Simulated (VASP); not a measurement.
**PtS2: relaxation of cell and atoms with LDA**

Crystal: PtS2.

```
CELL_PARAMETERS angstrom
3.54320 0.00000 0.00000
-1.77160 3.06850 0.00000
0.00000 0.00000 5.03880
ATOMIC_POSITIONS crystal
Pt 0.00000 0.00000 0.00000
S 0.33333 0.66667 0.25000
S 0.66667 0.33333 0.75000
```

```
Program                : VASP 6.6.1
Task                   : relaxation of cell and atoms
Functional             : LDA
Potentials or basis    : VASP PAW LDA potentials, release 64 (Pt, S)
Cutoff                 : 600 eV
k mesh                 : 6 × 6 × 4
Occupations            : gaussian, width 0.1 eV
Spin                   : no spin polarisation
Dipole correction      : no
Further INCAR settings : ALGO = Normal; EDIFF = 1e-07; IBRION = 2; EDIFFG = -0.05; NSW = 100; ISIF = 3
```

```yaml
Relaxed_volume: 16.73 Å³/atom
Relaxed_cell: a = 3.564 Å, b = 3.564 Å, c = 4.563 Å, α = 90.00°, β = 90.00°, γ = 120.00°
Space_group_after_relaxing_to_0.05_Å: P-3m1 (No. 164)
Energy_gained_by_relaxing: 25.4 meV/atom
Ionic_steps: 16
Pressure_after_relaxing: 0.1 GPa
Largest_force_after_relaxing: 0.034 eV/Å
Band_gap_on_the_k_mesh: zero (band 11 reaches 8.44 eV, above the bottom of band 12 at 8.36 eV)
```

Forces on the atoms (eV/Å):
```
Pt   0.000  0.000  0.000
S    0.000  0.000  0.034
S    0.000  0.000 -0.034
```

Stress tensor (GPa, compression positive):
```
0.01 0.00 0.00
0.00 0.01 0.00
0.00 0.00 0.31
```

Step by step:
| step | energy change (eV) | largest force (eV/Å) | pressure (GPa) | volume (Å³) |
| --- | --- | --- | --- | --- |
| 1 | 0.0000 | 0.6962 | -5.45 | 54.78 |
| 2 | 0.0748 | 1.0695 | 12.28 | 50.00 |
| 3 | -0.0441 | 0.0925 | 0.37 | 52.89 |
| 4 | -0.0442 | 0.0795 | 0.51 | 52.85 |
| 5 | -0.0557 | 0.0236 | 0.09 | 52.89 |
| 6 | -0.0599 | 0.1318 | -0.35 | 52.93 |
| 7 | -0.0625 | 0.1424 | -0.16 | 52.62 |
| 8 | -0.0685 | 0.1750 | 0.51 | 51.70 |
| 9 | -0.0710 | 0.2484 | 2.23 | 49.86 |
| 10 | -0.0717 | 0.2333 | 1.72 | 50.39 |
| 11 | -0.0725 | 0.2162 | 1.57 | 50.36 |
| 12 | -0.0744 | 0.1638 | 1.16 | 50.27 |
| 13 | -0.0760 | 0.0549 | 0.33 | 50.08 |
| 14 | -0.0760 | 0.0465 | 0.27 | 50.06 |
| 15 | -0.0761 | 0.0435 | 0.23 | 50.10 |
| 16 | -0.0763 | 0.0340 | 0.11 | 50.20 |

Final structure:
```xyz
3
Lattice="3.5642 0.0000 0.0000 -1.7821 3.0867 0.0000 0.0000 0.0000 4.5629" Properties=species:S:1:pos:R:3 pbc="T T T"
Pt    0.0000    0.0000    0.0000
S     0.0000    2.0578    1.1827
S     1.7821    1.0289    3.3802
```

Levels at points of the mesh, in eV from the Fermi level:
```csv
k point,band 8,band 9,band 10,band 11,band 12,band 13,band 14,band 15
"(0.00, 0.00, 0.00)",-2.46,-1.60,-1.60,0.17,1.17,1.17,3.33,5.09
"(0.50, 0.00, 0.00)",-4.19,-3.70,-3.62,-2.98,0.76,2.47,5.32,6.28
"(0.00, 0.00, 0.50)",-3.36,-2.19,-2.19,-1.44,2.40,2.40,5.24,6.94
"(0.50, 0.00, 0.50)",-3.72,-3.31,-3.26,-1.46,0.76,1.70,4.68,5.27
```

Run time: 6.1 min on 1 thread of AMD EPYC 7R13, on a shared host, peak memory 0.15 GiB.

Caveat: spin-orbit coupling is left out, which moves the levels of the heavy elements; the relaxation stopped at a loose force limit of 0.05 eV/Å, so its end isn't a converged minimum. LDA usually gives volumes a few per cent too small.
